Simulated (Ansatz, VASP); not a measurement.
# CdS: VASP beside Ansatz

File INCAR:

```
SYSTEM = CdS
PREC = Accurate
ENCUT = 520
EDIFF = 1E-6
ISMEAR = -1
SIGMA = 0.02
LREAL = .False.
LASPH = .True.
NELM = 60
ALGO = Normal
ISIF = 2
LWAVE = .False.
LCHARG = .True.
GGA = PE
LELF = .True.
LVHAR = .True.
NBANDS = 16
```

The input KPOINTS:

```
Automatic mesh
0
Gamma
  8 8 8
  0 0 0
```

File POSCAR:

```
CdS
1.0
   -0.1384494565      2.7003976037      2.7003976037
    2.7003976037     -0.1384494565      2.7003976037
    2.7003976037      2.7003976037     -0.1384494565
Cd S
1 1
Direct
    0.0000000000      0.0000000000      0.0000000000
    0.5000000000      0.5000000000      0.5000000000
```

Input for Ansatz:

```yaml
crystal:
  lattice:
    - [-0.1384494565, 2.7003976037, 2.7003976037]
    - [2.7003976037, -0.1384494565, 2.7003976037]
    - [2.7003976037, 2.7003976037, -0.1384494565]
  atoms:
    - { symbol: Cd, position: [0.0, 0.0, 0.0] }
    - { symbol: S, position: [0.5, 0.5, 0.5] }
kpoints:
  mp_grid: { grid: [8, 8, 8] }
  band_path:
    path:
      - [0.0, 0.0, 0.0]
      - [0.5, 0.0, 0.5]
      - [0.625, 0.25, 0.625]
      - [0.375, 0.375, 0.75]
      - [0.5, 0.5, 0.5]
      - [0.5, 0.25, 0.75]
    npoints: 1
hamiltonian:
  xc: pbe
scf:
  occupations: { method: fermi_dirac, width: 0.02 }
  n_extra_bands: 4
output:
  forces: true
  stress: true
  eigenvalues: true
```

Change from the starting cell: epitaxial_111 strain +4.1%.

Alike in both runs: task single point; functional PBE; k mesh 8 × 8 × 8; occupations fermi-dirac, width 0.02 eV; no spin polarisation.

|  | VASP | Ansatz |
| --- | --- | --- |
| version | VASP 6.6.1 | Ansatz 0.2.0 |
| potentials or method | VASP PAW PBE potentials, release 64 (Cd, S) | plane waves, PAW |
| plane-wave cutoff (eV) | 520 | 420 |
| valence electrons in the cell | 18 | 26 |

|  | VASP | Ansatz | Ansatz less VASP |
| --- | --- | --- | --- |
| pressure (GPa) | -1.2 | -1.6 | -0.33 |
| traceless stress, the component that is largest in VASP (GPa) | 1.51 | 1.53 | +0.016 |

The functional is the same, so the differences come from potentials, cutoffs and numerics. VASP's potentials hold 18 valence electrons a cell and Ansatz's 26, so a difference there can come from the potentials and not from the codes.
